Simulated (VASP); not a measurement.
# Cs (P6_3/mmc) in VASP: relaxation of cell and atoms with PBE

Aim: the relaxation of cell and atoms of Cs with PBE.

Everything below comes from runs of VASP 6.6.1. Logs are shortened: lines on timing, memory, paths and dates and some standing lists are left out, and cuts for length are marked.

### Step 1. The cell of the first run

It takes space group P6_3/mmc (No. 194, hexagonal). The conventional cell has a = 5.476 Å, b = 5.476 Å, c = 27.023 Å, α = 90.00°, β = 90.00°, γ = 120.00°.

This isn't the form of Cs at room conditions, which is bcc.

### Step 2. Relaxation of cell and atoms, PBE

The input, INCAR:

```
SYSTEM = Cs
ALGO = Normal
EDIFF = 1E-7
EDIFFG = -0.01
ENCUT = 500
GGA = PE
GGA_COMPAT = .FALSE.
IBRION = 2
ISIF = 3
ISMEAR = 0
LASPH = .TRUE.
LCHARG = .FALSE.
LREAL = .FALSE.
LWAVE = .FALSE.
NELM = 120
NELMIN = 4
NSW = 65
PREC = Accurate
SIGMA = 0.1
```

The input, KPOINTS:

```
k-points
0
G
  9 9 2
  0 0 0
```

The input, POSCAR:

```
Cs
1.0
    5.4761060481      0.0000000000      0.0000000000
   -2.7380530240      4.7424469515      0.0000000000
    0.0000000000      0.0000000000     27.0225693469
Cs
6
Direct
    0.0000000000      0.0000000000      0.0000000000
    0.3333333333      0.6666666667      0.1666666667
    0.6666666667      0.3333333333      0.3333333333
    0.0000000000      0.0000000000      0.5000000000
    0.6666666667      0.3333333333      0.6666666667
    0.3333333333      0.6666666667      0.8333333333
```

Potentials or basis: VASP PAW PBE potentials, release 64 (Cs_sv).

On the command line:

```
> cat potpaw_PBE.64/Cs_sv/POTCAR > POTCAR
> mpirun -np 1 vasp_std > vasp.out
```

OUTCAR:

```text
SYSTEM = Cs
   EDIFF = 1E-7
   EDIFFG = -0.01
   ENCUT = 500
   GGA = PE
   IBRION = 2
   ISIF = 3
   ISMEAR = 0
   LASPH = .TRUE.
   LREAL = .FALSE.
   NELM = 120
   NELMIN = 4
   NSW = 65
   PREC = Accurate

 ion  position               nearest neighbor table
   1  0.000  0.000  0.000-
   2  0.333  0.667  0.167-
   3  0.667  0.333  0.333-
   4  0.000  0.000  0.500-
   5  0.667  0.333  0.667-
   6  0.333  0.667  0.833-

  LATTYP: Found a hexagonal cell.
 ALAT       =     5.4761060481
 C/A-ratio  =     4.9346322203

  Lattice vectors:

 A1 = (   5.4761060481,   0.0000000000,   0.0000000000)
 A2 = (  -2.7380530240,   4.7424469515,   0.0000000000)
 A3 = (   0.0000000000,   0.0000000000,  27.0225693469)

Analysis of symmetry for initial positions (statically):
=====================================================================
 Subroutine PRICEL returns:
 Original cell was already a primitive cell.

 Routine SETGRP: Setting up the symmetry group for a
 hexagonal supercell.

 Subroutine GETGRP returns: Found 24 space group operations
 (whereof 12 operations were pure point group operations)
 out of a pool of 24 trial point group operations.

The static configuration has the point symmetry D_3h.
 The point group associated with its full space group is D_6h.

Analysis of symmetry for dynamics (positions and initial velocities):
=====================================================================
 Subroutine PRICEL returns:
 Original cell was already a primitive cell.

 Routine SETGRP: Setting up the symmetry group for a
 hexagonal supercell.

 Subroutine GETGRP returns: Found 24 space group operations
 (whereof 12 operations were pure point group operations)
 out of a pool of 24 trial point group operations.

The dynamic configuration has the point symmetry D_3h.
 The point group associated with its full space group is D_6h.

 Subroutine INISYM returns: Found 24 space group operations
 (whereof 12 operations are pure point group operations),
 and found     1 'primitive' translations

----------------------------------------------------------------------------------------

                                     Primitive cell

  volume of cell :     701.7800

  direct lattice vectors                    reciprocal lattice vectors
     5.476106048  0.000000000  0.000000000     0.182611511  0.105430805  0.000000000
    -2.738053024  4.742446951  0.000000000     0.000000000  0.210861610  0.000000000
     0.000000000  0.000000000 27.022569347     0.000000000  0.000000000  0.037006104

  length of vectors
     5.476106048  5.476106048 27.022569347     0.210861610  0.210861610  0.037006104

  position of ions in fractional coordinates (direct lattice)
     0.000000000  0.000000000  0.000000000
     0.333333333  0.666666667  0.166666667
     0.666666667  0.333333333  0.333333333
     0.000000000  0.000000000  0.500000000
     0.666666667  0.333333333  0.666666667
     0.333333333  0.666666667  0.833333333

  ion indices of the primitive-cell ions
   primitive index   ion index
                 1           1
                 2           2
                 3           3
                 4           4
                 5           5
                 6           6

----------------------------------------------------------------------------------------

 KPOINTS: k-points

Automatic generation of k-mesh.
 Grid dimensions read from file:
 generate k-points for:    9    9    2

 Generating k-lattice:

  Cartesian coordinates                     Fractional coordinates (reciprocal lattice)
     0.020290168  0.011714534  0.000000000     0.111111111 -0.000000000  0.000000000
     0.000000000  0.023429068  0.000000000     0.000000000  0.111111111  0.000000000
     0.000000000  0.000000000  0.018503052     0.000000000  0.000000000  0.500000000

  Length of vectors
     0.023429068  0.023429068  0.018503052

  Shift w.r.t. Gamma in fractional coordinates (k-lattice)
     0.000000000  0.000000000  0.000000000

 Subroutine IBZKPT returns following result:
 ===========================================

 Found     24 irreducible k-points:

 Following reciprocal coordinates:
            Coordinates               Weight
  0.000000  0.000000  0.000000      1.000000
  0.111111 -0.000000  0.000000      6.000000
  0.222222 -0.000000  0.000000      6.000000
  0.333333  0.000000  0.000000      6.000000
  0.444444 -0.000000  0.000000      6.000000
  0.111111  0.111111  0.000000      6.000000
[... 16 lines left out ...]
  0.333333  0.222222  0.500000     12.000000
  0.333333  0.333333  0.500000      2.000000
   k-points           NKPTS =     24   k-points in BZ     NKDIM =     24   number of bands    NBANDS=     32
   number of dos      NEDOS =    301   number of ions     NIONS =      6
   total plane-waves  NPLWV = 320000
   dimension x,y,z NGX =    40 NGY =   40 NGZ =  200
   dimension x,y,z NGXF=    80 NGYF=   80 NGZF=  400
   ions per type =               6
   NGX,Y,Z   is equivalent  to a cutoff of  12.14, 12.14, 12.30 a.u.
   NGXF,Y,Z  is equivalent  to a cutoff of  24.29, 24.29, 24.61 a.u.
 SYSTEM =  Cs
   PREC   = accura    normal or accurate (medium, high low for compatibility)
   ISTART =      0    job   : 0-new  1-cont  2-samecut
   ICHARG =      2    charge: 1-file 2-atom 10-const
   ISPIN  =      1    spin polarized calculation?
   LNONCOLLINEAR =      F non collinear calculations
   LSORBIT =      F    spin-orbit coupling
   LASPH  =      T    aspherical Exc in radial PAW
   ENCUT  =  500.0 eV  36.75 Ry    6.06 a.u.   9.98  9.98 49.27*2*pi/ulx,y,z
   NELM   =    120;   NELMIN=  4; NELMDL= -5     # of ELM steps
   EDIFF  = 0.1E-06   stopping-criterion for ELM
   LREAL  =      F    real-space projection
   EDIFFG = -.1E-01   stopping-criterion for IOM
   NSW    =     65    number of steps for IOM
   IBRION =      2    ionic relax: 0-MD 1-quasi-New 2-CG
   NFREE  =      1    steps in history (QN), initial steepest desc. (CG)
   ISIF   =      3    stress and relaxation
   ISYM   =      2    0-nonsym 1-usesym 2-fastsym
   POTIM  = 0.5000    time-step for ionic-motion
   TEBEG  =    0.0;   TEEND  =   0.0 temperature during run
   PSTRESS=    0.0 pullay stress
   NELECT =      54.0000    total number of electrons
   NUPDOWN=      -1.0000    fix difference up-down
   EMIN   =  10.00;   EMAX   =-10.00  energy-range for DOS
   EFERMI =   0.00;   METHOD = LEGACY
   ISMEAR =     0;   SIGMA  =   0.10  broadening in eV -4-tet -1-fermi 0-gaus
   EFERMI_NEDOS =   21; number of points for ismear=-14 and -15
   IALGO  =     38    algorithm
   IMIX   =      4    mixing-type and parameters
     AMIX     =   0.40;   BMIX     =  1.00
     AMIX_MAG =   1.60;   BMIX_MAG =  1.00
  volume/ion in A,a.u.               =     116.96       789.31
  Fermi-wavevector in a.u.,A,eV,Ry     =   0.696315  1.315845  6.596847  0.484855
  Thomas-Fermi vector in A             =   1.779331
   LORBIT       =      0    0 simple, 1 ext, 2 COOP (PROOUT), +10 PAW based schemes
   GGA     = PE    functional components
   LHFCALC =     F    Hartree Fock is set to
   AEXX    =    0.0000 exact exchange contribution
   IVDW    =     0    specifies the selected vdW correction
   LEPSILON=     F    determine dielectric tensor
   LRPA    =     F    only Hartree local field effects (RPA)
 conjugate gradient relaxation of ions
 non-spin polarized calculation
 Gauss-broadening in eV      SIGMA  =   0.10
  energy-cutoff  :      500.00
  volume of cell :      701.78
 maximum number of plane-waves:     17868
 NGX is ok and might be reduce to    40
   NGX = 19   NGY = 19   NGZ = 99

 number of electron      53.9999997 magnetization

 Free energy of the ion-electron system (eV)
  ---------------------------------------------------
  ext. energy  EPLUGINS =         0.00000000
  ---------------------------------------------------
  free energy    TOTEN  =        -5.12787633 eV

  energy without entropy =       -5.08729557  energy(sigma->0) =       -5.10758595

 E-fermi :   0.4278     XC(G=0):  -5.3639

 val. band max:        0.4206857159   @ k =   0.3333   0.1111   0.5000
 cond. band min:       0.4525762693   @ k =   0.1111   0.1111   0.5000
 fundamental gap:      0.0318905534
 Fermi energy:         0.4278082904

 k-point     1 :       0.0000    0.0000    0.0000
  band No.  band energies     occupation
      1     -23.4504      2.00000
      2     -23.4491      2.00000
      3     -23.4490      2.00000
      4     -23.4464      2.00000
      5     -23.4463      2.00000
      6     -23.4450      2.00000
[... 24 lines left out ...]
     31       1.1409      0.00000
     32       1.6621      0.00000

 k-point     2 :       0.1111   -0.0000    0.0000
  band No.  band energies     occupation
      1     -23.4498      2.00000
      2     -23.4486      2.00000
      3     -23.4485      2.00000
      4     -23.4461      2.00000
      5     -23.4459      2.00000
      6     -23.4447      2.00000
[... 24 lines left out ...]
     31       1.1343      0.00000
     32       1.6621      0.00000

 k-point     3 :       0.2222   -0.0000    0.0000
  band No.  band energies     occupation
      1     -23.4483      2.00000
      2     -23.4473      2.00000
      3     -23.4471      2.00000
      4     -23.4451      2.00000
      5     -23.4450      2.00000
      6     -23.4440      2.00000
[... 24 lines left out ...]
     31       1.1266      0.00000
     32       1.6495      0.00000

 k-point     4 :       0.3333    0.0000    0.0000
  band No.  band energies     occupation
      1     -23.4464      2.00000
      2     -23.4457      2.00000
      3     -23.4456      2.00000
      4     -23.4441      2.00000
      5     -23.4440      2.00000
      6     -23.4433      2.00000
[... 24 lines left out ...]
     31       1.2066      0.00000
     32       1.4795      0.00000

 k-point     5 :       0.4444   -0.0000    0.0000
  band No.  band energies     occupation
      1     -23.4450      2.00000
      2     -23.4446      2.00000
      3     -23.4445      2.00000
      4     -23.4436      2.00000
      5     -23.4435      2.00000
      6     -23.4430      2.00000
[... 584 lines left out ...]
     31       1.1996      0.00000
     32       1.1996      0.00000

 k-point    22 :       0.2222    0.2222    0.5000
  band No.  band energies     occupation
      1     -23.4453      2.00000
      2     -23.4453      2.00000
      3     -23.4443      2.00000
      4     -23.4443      2.00000
      5     -23.4432      2.00000
      6     -23.4432      2.00000
[... 24 lines left out ...]
     31       1.4535      0.00000
     32       1.4536      0.00000

 k-point    23 :       0.3333    0.2222    0.5000
  band No.  band energies     occupation
      1     -23.4442      2.00000
      2     -23.4442      2.00000
      3     -23.4436      2.00000
      4     -23.4436      2.00000
      5     -23.4431      2.00000
      6     -23.4431      2.00000
[... 24 lines left out ...]
     31       1.2324      0.00000
     32       1.2324      0.00000

 k-point    24 :       0.3333    0.3333    0.5000
  band No.  band energies     occupation
      1     -23.4435      2.00000
      2     -23.4435      2.00000
      3     -23.4435      2.00000
      4     -23.4435      2.00000
      5     -23.4433      2.00000
      6     -23.4433      2.00000
[... 24 lines left out ...]
     31       1.2609      0.00000
     32       1.2658      0.00000

------------------------ aborting loop because EDIFF is reached ----------------------------------------

  FORCE on cell =-STRESS in cart. coord.  units (eV):
  Direction    XX          YY          ZZ          XY          YZ          ZX
  --------------------------------------------------------------------------------------
  -------------------------------------------------------------------------------------
  Total       -0.0358164     -0.0358164      0.0296053     -0.0000000      0.0000000     -0.0000000
  in kB       -0.0817695     -0.0817695      0.0675895     -0.0000000      0.0000000     -0.0000000
  external PRESSURE =      -0.0319832 kB  Pullay stress =       0.0000000 kB

 VOLUME and BASIS-vectors are now :
 -----------------------------------------------------------------------------
  energy-cutoff  :      500.00
  volume of cell :      701.78
      direct lattice vectors                 reciprocal lattice vectors
     5.476106048  0.000000000  0.000000000     0.182611511  0.105430805  0.000000000
    -2.738053024  4.742446951  0.000000000     0.000000000  0.210861610  0.000000000
     0.000000000  0.000000000 27.022569347     0.000000000  0.000000000  0.037006104

 POSITION                                       TOTAL-FORCE (eV/Angst)
 -----------------------------------------------------------------------------------
      0.00000      0.00000      0.00000         0.000000     -0.000000      0.000000
     -0.00000      3.16163      4.50376        -0.000000      0.000000     -0.000048
      2.73805      1.58082      9.00752         0.000000     -0.000000      0.000048
      0.00000      0.00000     13.51128         0.000000      0.000000      0.000000
      2.73805      1.58082     18.01505         0.000000      0.000000     -0.000048
     -0.00000      3.16163     22.51881        -0.000000      0.000000      0.000048
 -----------------------------------------------------------------------------------
    total drift:                               -0.000000     -0.000000     -0.000000

  FREE ENERGIE OF THE ION-ELECTRON SYSTEM (eV)
  ---------------------------------------------------
  free  energy   TOTEN  =        -5.1278763331 eV

  energy  without entropy=       -5.0872955720  energy(sigma->0) =       -5.10758595

 reached required accuracy - stopping structural energy minimisation
```

Run time: 15 min. Hardware: 1 thread of Oxide Virtual Turin-like, shared host; peak memory 0.78 GiB.

Results:

- Free energy: -5.1279 eV
- Pressure after relaxing: 0.0 GPa
- Band gap on the k mesh: zero (bands 27 and 28 overlap by 1.71 eV)

Final structure:
```cif
data_structure
_symmetry_space_group_name_H-M 'P 1'
_symmetry_Int_Tables_number 1
_cell_length_a 5.4761
_cell_length_b 5.4761
_cell_length_c 27.0226
_cell_angle_alpha 90.000
_cell_angle_beta 90.000
_cell_angle_gamma 120.000
_cell_volume 701.78
loop_
_atom_site_label
_atom_site_type_symbol
_atom_site_fract_x
_atom_site_fract_y
_atom_site_fract_z
_atom_site_occupancy
Cs1 Cs 0.00000 0.00000 0.00000 1
Cs2 Cs 0.33333 0.66667 0.16667 1
Cs3 Cs 0.66667 0.33333 0.33333 1
Cs4 Cs 0.00000 0.00000 0.50000 1
Cs5 Cs 0.66667 0.33333 0.66667 1
Cs6 Cs 0.33333 0.66667 0.83333 1
```

Caveat: spin-orbit coupling is left out, which moves the levels of the heavy elements.

The gap in the log of VASP goes by the Fermi energy; the results here count the filled bands.